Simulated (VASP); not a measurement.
# Si2BiTe2 (P4/mmm) in VASP: a series of runs

Si2BiTe2 is run at these levels: PBE; tasks: single point, relaxation of cell and atoms.

Everything below comes from runs of VASP 6.6.1. Logs are shortened: lines on timing, memory, paths and dates and some standing lists are left out, and cuts for length are marked.

### 1 The cell of the first run

Symmetry: P4/mmm, No. 123, tetragonal system. The conventional cell has a = 3.824 Å, b = 3.824 Å, c = 10.044 Å, α = 90.00°, β = 90.00°, γ = 90.00°. Within 2.5 Å of Si (site symmetry 4mm) lie 1 Te at 1.91 Å. Within 3.6 Å of Bi (site symmetry 4/mmm) lie 4 Te at 2.70 Å and 2 Si at 3.11 Å. Within 3.6 Å of Te (site symmetry 4/mmm) lie 4 Bi at 2.70 Å. Te (site symmetry 4/mmm) has 2 Si at 1.91 Å within 2.5 Å.

### 2 Single point, PBE

INCAR reads:

```
SYSTEM = Si2BiTe2
  ALGO = Normal
  EDIFF = 1E-7
  ENCUT = 520
  GGA = PE
  ISIF = 2
  ISMEAR = 0
  LASPH = .True.
  LCHARG = .True.
  LELF = .True.
  LREAL = .False.
  LVHAR = .True.
  LWAVE = .False.
  NBANDS = 26
  NELM = 60
  PREC = Accurate
  SIGMA = 0.1
```

KPOINTS reads:

```
k-points
0
Gamma
  4 4 2
  0 0 0
```

POSCAR reads:

```
Si2BiTe2
1.0
    3.8237981800      0.0000000000      0.0000000000
    0.0000000000      3.8237981800      0.0000000000
    0.0000000000      0.0000000000     10.0444365000
Si Bi Te
2 1 2
Direct
    0.5000000000      0.5000000000      0.8101209200
    0.5000000000      0.5000000000      0.1898790800
    0.5000000000      0.5000000000      0.5000000000
    0.0000000000      0.0000000000      0.5000000000
    0.5000000000      0.5000000000      0.0000000000
```

Potentials or basis: VASP PAW PBE potentials, release 64 (Si, Bi_d, Te).

Started as:

```
$ cat potpaw_PBE.64/Si/POTCAR potpaw_PBE.64/Bi_d/POTCAR potpaw_PBE.64/Te/POTCAR > POTCAR
$ mpirun -np 1 vasp_std > vasp.out
```

OUTCAR:

```text
SYSTEM = Si2BiTe2
   EDIFF = 1E-7
   ENCUT = 520
   GGA = PE
   ISIF = 2
   ISMEAR = 0
   LASPH = .True.
   LREAL = .False.
   NELM = 60
   PREC = Accurate

 ion  position               nearest neighbor table
   1  0.500  0.500  0.810-   5 1.91   3 3.11
   2  0.500  0.500  0.190-   5 1.91   3 3.11
   3  0.500  0.500  0.500-   4 2.70   4 2.70   4 2.70   4 2.70   1 3.11   2 3.11
   4  0.000  0.000  0.500-   3 2.70   3 2.70   3 2.70   3 2.70
   5  0.500  0.500  0.000-   1 1.91   2 1.91

  LATTYP: Found a simple tetragonal cell.
 ALAT       =     3.8237981800
 C/A-ratio  =     2.6268218214

  Lattice vectors:

 A1 = (   3.8237981800,   0.0000000000,   0.0000000000)
 A2 = (   0.0000000000,   3.8237981800,   0.0000000000)
 A3 = (   0.0000000000,   0.0000000000,  10.0444365000)

Analysis of symmetry for initial positions (statically):
=====================================================================
 Subroutine PRICEL returns:
 Original cell was already a primitive cell.

 Routine SETGRP: Setting up the symmetry group for a
 simple tetragonal supercell.

 Subroutine GETGRP returns: Found 16 space group operations
 (whereof 16 operations were pure point group operations)
 out of a pool of 16 trial point group operations.

The static configuration has the point symmetry D_4h.

Analysis of symmetry for dynamics (positions and initial velocities):
=====================================================================
 Subroutine PRICEL returns:
 Original cell was already a primitive cell.

 Routine SETGRP: Setting up the symmetry group for a
 simple tetragonal supercell.

 Subroutine GETGRP returns: Found 16 space group operations
 (whereof 16 operations were pure point group operations)
 out of a pool of 16 trial point group operations.

The dynamic configuration has the point symmetry D_4h.

 Subroutine INISYM returns: Found 16 space group operations
 (whereof 16 operations are pure point group operations),
 and found     1 'primitive' translations

----------------------------------------------------------------------------------------

                                     Primitive cell

  volume of cell :     146.8641

[... 77 lines left out ...]
   LSORBIT =      F    spin-orbit coupling
   LASPH  =      T    aspherical Exc in radial PAW
   ENCUT  =  520.0 eV  38.22 Ry    6.18 a.u.   7.11  7.11 18.68*2*pi/ulx,y,z
   NELM   =     60;   NELMIN=  2; NELMDL= -5     # of ELM steps
   EDIFF  = 0.1E-06   stopping-criterion for ELM
   LREAL  =      F    real-space projection
   EDIFFG = 0.1E-05   stopping-criterion for IOM
   NSW    =      0    number of steps for IOM
   IBRION =     -1    ionic relax: 0-MD 1-quasi-New 2-CG
   NFREE  =      0    steps in history (QN), initial steepest desc. (CG)
   ISIF   =      2    stress and relaxation
   ISYM   =      2    0-nonsym 1-usesym 2-fastsym
   POTIM  = 0.5000    time-step for ionic-motion
   TEBEG  =    0.0;   TEEND  =   0.0 temperature during run
   PSTRESS=    0.0 pullay stress
   NELECT =      35.0000    total number of electrons
   NUPDOWN=      -1.0000    fix difference up-down
   EMIN   =  10.00;   EMAX   =-10.00  energy-range for DOS
   EFERMI =   0.00;   METHOD = LEGACY
   ISMEAR =     0;   SIGMA  =   0.10  broadening in eV -4-tet -1-fermi 0-gaus
   EFERMI_NEDOS =   21; number of points for ismear=-14 and -15
   IALGO  =     38    algorithm
   IMIX   =      4    mixing-type and parameters
     AMIX     =   0.40;   BMIX     =  1.00
     AMIX_MAG =   1.60;   BMIX_MAG =  1.00
  volume/ion in A,a.u.               =      29.37       198.22
  Fermi-wavevector in a.u.,A,eV,Ry     =   1.014984  1.918041 14.016608  1.030192
  Thomas-Fermi vector in A             =   2.148243
   LORBIT       =      0    0 simple, 1 ext, 2 COOP (PROOUT), +10 PAW based schemes
   GGA     = PE    functional components
   LHFCALC =     F    Hartree Fock is set to
   AEXX    =    0.0000 exact exchange contribution
   IVDW    =     0    specifies the selected vdW correction
   LEPSILON=     F    determine dielectric tensor
   LRPA    =     F    only Hartree local field effects (RPA)
 non-spin polarized calculation
 Gauss-broadening in eV      SIGMA  =   0.10
  energy-cutoff  :      520.00
  volume of cell :      146.86
 maximum number of plane-waves:      3968
   NGX = 15   NGY = 15   NGZ = 37

 number of electron      34.9999999 magnetization

 Free energy of the ion-electron system (eV)
  ---------------------------------------------------
  ext. energy  EPLUGINS =         0.00000000
  ---------------------------------------------------
  free energy    TOTEN  =        -7.96874102 eV

  energy without entropy =       -7.94844943  energy(sigma->0) =       -7.95859523

 E-fermi :   5.9236     XC(G=0):  -8.9499

 val. band max:        5.8706181079   @ k =   0.5000   0.2500   0.5000
 cond. band min:       5.9785441265   @ k =   0.5000   0.0000   0.0000
 fundamental gap:      0.1079260185
 Fermi energy:         5.9235925969

 k-point     1 :       0.0000    0.0000    0.0000
  band No.  band energies     occupation
      1     -17.7832      2.00000
      2     -17.7715      2.00000
      3     -17.7571      2.00000
      4     -17.6387      2.00000
      5     -17.6387      2.00000
      6      -9.7820      2.00000
[... 337 lines left out ...]
     25      10.9964      0.00000
     26      11.8855      0.00000

------------------------ aborting loop because EDIFF is reached ----------------------------------------

  FORCE on cell =-STRESS in cart. coord.  units (eV):
  Direction    XX          YY          ZZ          XY          YZ          ZX
  --------------------------------------------------------------------------------------
  -------------------------------------------------------------------------------------
  Total       16.2709996     16.2709996     66.2609795      0.0000000      0.0000000      0.0000000
  in kB      177.5044784    177.5044784    722.8579011      0.0000000      0.0000000      0.0000000
  external PRESSURE =     359.2889526 kB  Pullay stress =       0.0000000 kB

 VOLUME and BASIS-vectors are now :
 -----------------------------------------------------------------------------
  energy-cutoff  :      520.00
  volume of cell :      146.86
      direct lattice vectors                 reciprocal lattice vectors
     3.823798180  0.000000000  0.000000000     0.261520078  0.000000000  0.000000000
     0.000000000  3.823798180  0.000000000     0.000000000  0.261520078  0.000000000
     0.000000000  0.000000000 10.044436500     0.000000000  0.000000000  0.099557601

 POSITION                                       TOTAL-FORCE (eV/Angst)
 -----------------------------------------------------------------------------------
      1.91190      1.91190      8.13721         0.000000      0.000000    -16.856209
      1.91190      1.91190      1.90723         0.000000     -0.000000     16.856209
      1.91190      1.91190      5.02222         0.000000      0.000000      0.000000
      0.00000      0.00000      5.02222         0.000000      0.000000      0.000000
      1.91190      1.91190      0.00000         0.000000      0.000000      0.000000
 -----------------------------------------------------------------------------------
    total drift:                                0.000000      0.000000      0.000000

  FREE ENERGIE OF THE ION-ELECTRON SYSTEM (eV)
  ---------------------------------------------------
  free  energy   TOTEN  =        -7.9687410214 eV

  energy  without entropy=       -7.9484494349  energy(sigma->0) =       -7.95859523
```

OSZICAR:

```text
N       E                     dE             d eps       ncg     rms          rms(c)
DAV:   1     0.263292863512E+03    0.26329E+03   -0.14845E+04   624   0.119E+03
DAV:   2     0.135242833288E+02   -0.24977E+03   -0.23990E+03   738   0.280E+02
DAV:   3    -0.846366053665E+01   -0.21988E+02   -0.21693E+02   812   0.944E+01
DAV:   4    -0.919054453752E+01   -0.72688E+00   -0.72545E+00   814   0.194E+01
DAV:   5    -0.921912853865E+01   -0.28584E-01   -0.28580E-01   930   0.344E+00    0.173E+01
DAV:   6    -0.809926403834E+01    0.11199E+01   -0.22207E+00   762   0.638E+00    0.111E+01
DAV:   7    -0.798068706611E+01    0.11858E+00   -0.75831E-01   706   0.364E+00    0.260E+00
DAV:   8    -0.797207307193E+01    0.86140E-02   -0.54307E-02   892   0.118E+00    0.103E+00
DAV:   9    -0.796881875285E+01    0.32543E-02   -0.16915E-02   712   0.595E-01    0.406E-01
DAV:  10    -0.796886433591E+01   -0.45583E-04   -0.34877E-03   714   0.310E-01    0.150E-01
DAV:  11    -0.796877747770E+01    0.86858E-04   -0.77069E-04   746   0.146E-01    0.706E-02
DAV:  12    -0.796874927630E+01    0.28201E-04   -0.27943E-04   786   0.105E-01    0.340E-02
DAV:  13    -0.796874148448E+01    0.77918E-05   -0.39197E-05   736   0.324E-02    0.170E-02
DAV:  14    -0.796874094488E+01    0.53960E-06   -0.40456E-06   928   0.899E-03    0.111E-02
DAV:  15    -0.796874102142E+01   -0.76547E-07   -0.92661E-07   664   0.424E-03
   1 F= -.79687410E+01 E0= -.79585952E+01  d E =-.202916E-01
```

Run time: 21 s. Hardware: 1 thread of Intel Xeon 6975P-C (Granite Rapids), shared host; peak memory 0.25 GiB.

What came out:

```yaml
Free_energy: -7.9687 eV
Pressure: 35.9 GPa
Largest_force: 16.856 eV/Å
```

Forces in eV/Å, atoms in the order of the input:
```
Si    0.000   0.000 -16.856
Si    0.000   0.000  16.856
Bi    0.000   0.000   0.000
Te    0.000   0.000   0.000
Te    0.000   0.000   0.000
```

Caveat: the k points lie up to 0.41 Å⁻¹ apart; spin-orbit coupling is left out, which moves the levels of the heavy elements; forces of over 1 eV/Å act on the atoms, so gaps and moduli don't describe the material at rest.

(Part 1 of 2 ends here.)
